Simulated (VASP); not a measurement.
KBr:

```
K Br
1.0
     0.00000    3.35045    3.35045
     3.35045    0.00000    3.35045
     3.35045    3.35045    0.00000
K Br
1 1
Direct
  0.00000 0.00000 0.00000
  0.50000 0.50000 0.50000
```

* Program: VASP 6.6.1
* Task: relaxation of cell and atoms
* Functional: LDA
* Potentials or basis: VASP PAW LDA potentials, release 64 (K_sv, Br)
* Cutoff: 600 eV
* k mesh: 6 × 6 × 6
* Occupations: fermi-dirac, width 0.02 eV
* Spin: no spin polarisation

At the start: pressure -2.1 GPa; volume 37.61 Å³/atom.

**Question.** How do energy, volume and symmetry change on relaxing?

**Answer.** Over 4 steps the energy falls by 37.9 meV/atom and the volume is 32.46 Å³/atom (-13.7 %); space group Fm-3m (No. 225, to 0.1 Å) before and after.

The path:
| step | energy change (eV) | largest force (eV/Å) | pressure (GPa) | volume (Å³) |
| --- | --- | --- | --- | --- |
| 1 | 0.0000 | 0.0000 | -2.06 | 75.22 |
| 2 | -0.0542 | 0.0000 | -1.26 | 70.09 |
| 3 | -0.0755 | 0.0000 | -0.17 | 65.57 |
| 4 | -0.0758 | 0.0000 | 0.02 | 64.93 |

Final structure:
```
K Br
1.0
     0.00000    3.19010    3.19010
     3.19010    0.00000    3.19010
     3.19010    3.19010    0.00000
K Br
1 1
Cartesian
  6.3802 3.1901 3.1901
  3.1901 3.1901 3.1901
```
